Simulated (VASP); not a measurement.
# LiSc3 in VASP: notebook, part 2 of 2

VASP 6.6.1. Earlier steps stand in the parts before.

## Step 5: Single point, PBE

This run uses another cell than the first one: it holds 8 atoms, not 4.

File INCAR:

```
PREC = Accurate
ENCUT = 520
EDIFF = 1E-6
ISMEAR = 0
SIGMA = 0.2
LREAL = F
LASPH = T
NELM = 80
ALGO = Fast
ISIF = 2
LWAVE = F
LCHARG = F
GGA = PE
NBANDS = 46
```

File KPOINTS:

```
regular mesh
0
Gamma
  6 4 2
```

File POSCAR:

```
LiSc3
1.0
    3.2798063230      0.0000000000      0.0000000000
    0.0000000001      5.6807911904      0.0000000000
    0.0000000000      0.0000000000     10.3017335873
Li Sc
2 6
Direct
    1.0000000000      0.0000000000      0.5000000000
    0.5000000000      0.5000000000      0.5000000000
    1.0000000000      0.0000000000      0.0000000000
    0.5000000000      0.5000000000      0.0000000000
    0.5000000000      0.1666666667      0.7519649240
    1.0000000000      0.6666666667      0.7519649240
    0.5000000000      0.1666666667      0.2480350760
    1.0000000000      0.6666666667      0.2480350760
```

The run is started by

```bash
$ cat potpaw_PBE.64/Li_sv/POTCAR potpaw_PBE.64/Sc_sv/POTCAR > POTCAR
$ mpirun -np 1 vasp_std > vasp.out
```

It took 7.3 min on 1 thread of Oxide Virtual Turin-like, shared host; peak memory 0.33 GiB.

Results (log left out):

```
Free energy            : -40.6620 eV
Largest force          : 0.005 eV/Å
Band gap on the k mesh : zero (bands 36 and 37 overlap by 0.30 eV)
```

Forces on the atoms (eV/Å):
```
Li   0.000  0.002  0.000
Li   0.000  0.002  0.000
Sc   0.000  0.000  0.000
Sc   0.000  0.000  0.000
Sc   0.000 -0.001 -0.005
Sc   0.000 -0.001 -0.005
Sc   0.000 -0.001  0.005
Sc   0.000 -0.001  0.005
```

Levels at points of the mesh, in eV from the Fermi level:
```
           k point  band 34  band 35  band 36  band 37  band 38  band 39
(0.00, 0.00, 0.00)    -0.34    -0.33    -0.21     0.35     0.40     0.87
(0.50, 0.00, 0.00)    -0.29    -0.21    -0.21    -0.13    -0.13     0.30
(0.00, 0.50, 0.00)    -0.49    -0.12    -0.12     0.53     0.53     0.63
(0.50, 0.50, 0.00)    -0.34    -0.33    -0.33    -0.20    -0.20     0.35
(0.00, 0.00, 0.50)    -0.64    -0.25    -0.03     0.33     0.45     0.77
(0.50, 0.00, 0.50)    -0.36    -0.14    -0.14     0.03     0.03     0.08
(0.00, 0.50, 0.50)    -0.97     0.07     0.07     0.34     0.34     0.57
(0.50, 0.50, 0.50)    -0.64    -0.25    -0.25    -0.03    -0.03     0.44
```

## Step 6: Single point, PBE

This run uses another cell than the first one: it holds 8 atoms, not 4.

File INCAR:

```
PREC     = Accurate       # precision mode
ENCUT    = 520            # plane-wave cutoff, eV
EDIFF    = 1E-6           # SCF threshold, eV
ISMEAR   = 0              # smearing method
SIGMA    = 0.2            # smearing width, eV
LREAL    = F              # projectors in reciprocal space
LASPH    = T              # aspherical terms in the spheres
NELM     = 80             # most SCF steps
ALGO     = Fast           # electronic algorithm
ISIF     = 2              # what is computed and relaxed
LWAVE    = F              # write WAVECAR
LCHARG   = F              # write CHGCAR
GGA      = PE             # functional
NBANDS   = 46             # bands
```

File KPOINTS:

```
Automatic mesh
0
Gamma
  6 4 2
```

File POSCAR:

```
LiSc3
1.0
    3.2742602194     -0.0009564942     -0.0001832654
   -0.0014780621      5.6861243196      0.0004560421
   -0.0006883976      0.0007557693     10.3351358908
Li Sc
2 6
Direct
    1.0008202582     -0.0004804545      0.4999801747
    0.4996800665      0.5002602198      0.4999942576
    0.9996069263     -0.0005824235      0.0000159344
    0.4993834191      0.4995003458      0.0000104156
    0.5003007832      0.1670916949      0.7522165823
    0.9996207531      0.6671899857      0.7524249120
    0.5006388828      0.1667812314      0.2478097501
    0.9999489109      0.6669060670      0.2475479733
```

Potentials or basis: VASP PAW PBE potentials, release 64 (Li_sv, Sc_sv).

The run is started by

```bash
$ cat potpaw_PBE.64/Li_sv/POTCAR potpaw_PBE.64/Sc_sv/POTCAR > POTCAR
$ mpirun -np 1 vasp_std > vasp.out
```

It took 8.9 min on 1 thread of Oxide Virtual Turin-like, shared host; peak memory 0.34 GiB.

The run converged. Its results:

```yaml
Free_energy: -40.6628 eV
Largest_force: 0.008 eV/Å
Band_gap_on_the_k_mesh: zero (bands 36 and 37 overlap by 0.29 eV)
```

Forces on the atoms (eV/Å):
```
Li  -0.001  0.002  0.001
Li   0.000 -0.001  0.000
Sc   0.003  0.006 -0.001
Sc   0.001 -0.001 -0.001
Sc  -0.003 -0.001 -0.003
Sc   0.002 -0.003 -0.006
Sc  -0.004  0.001  0.003
Sc   0.001 -0.002  0.007
```

Levels at points of the mesh, in eV from the Fermi level:
```tsv
k point	band 34	band 35	band 36	band 37	band 38	band 39
(0.00, 0.00, 0.00)	-0.34	-0.33	-0.20	0.34	0.37	0.85
(0.50, 0.00, 0.00)	-0.29	-0.21	-0.21	-0.13	-0.12	0.29
(0.00, 0.50, 0.00)	-0.49	-0.12	-0.12	0.53	0.53	0.62
(0.50, 0.50, 0.00)	-0.34	-0.34	-0.33	-0.20	-0.19	0.35
(0.00, 0.00, 0.50)	-0.63	-0.25	-0.03	0.31	0.44	0.77
(0.50, 0.00, 0.50)	-0.36	-0.14	-0.14	0.02	0.03	0.08
(0.00, 0.50, 0.50)	-0.98	0.06	0.06	0.33	0.34	0.56
(0.50, 0.50, 0.50)	-0.63	-0.25	-0.25	-0.02	-0.02	0.45
```

## Step 7: The runs side by side

| task | cell | k mesh | cutoff (eV) | smearing | gap on the mesh (eV) | largest force (eV/Å) |
| --- | --- | --- | --- | --- | --- | --- |
| single point | a = 3.263, b = 3.263, c = 10.286 Å, angles 90.0, 90.0, 120.0°, 4 atoms, atomic positions A | 8 × 8 × 2 | 520 | gaussian 0.2 eV | none | 0.01 |
| single point | a = 3.280, b = 3.280, c = 10.302 Å, angles 90.0, 90.0, 120.0°, 4 atoms, atomic positions B | 12 × 12 × 4 | 520 | gaussian 0.1 eV | none | 0.01 |
| relaxation of cell and atoms | relaxed from a = 2.846, b = 2.846, c = 9.114 Å, angles 90.0, 90.0, 120.0°, 4 atoms, atomic positions C | 8 × 8 × 2 | 600 | gaussian 0.2 eV | none | 0.06 |
| single point | a = 3.280, b = 5.681, c = 10.302 Å, 8 atoms, atomic positions D | 6 × 4 × 2 | 520 | gaussian 0.2 eV | none | - |
| single point | a = 3.274, b = 5.686, c = 10.335 Å, 8 atoms, atomic positions E | 6 × 4 × 2 | 520 | gaussian 0.2 eV | none | 0.01 |

Alike in all rows: level PBE; potentials or basis VASP PAW PBE potentials, release 64 (Li_sv, Sc_sv); no spin polarisation.

Caveats: the relaxation stopped at a loose force limit of 0.08 eV/Å, so its end isn't a converged minimum (at least some runs).

Total energies depend on the potentials used, so only differences within one code and one set of settings carry meaning.
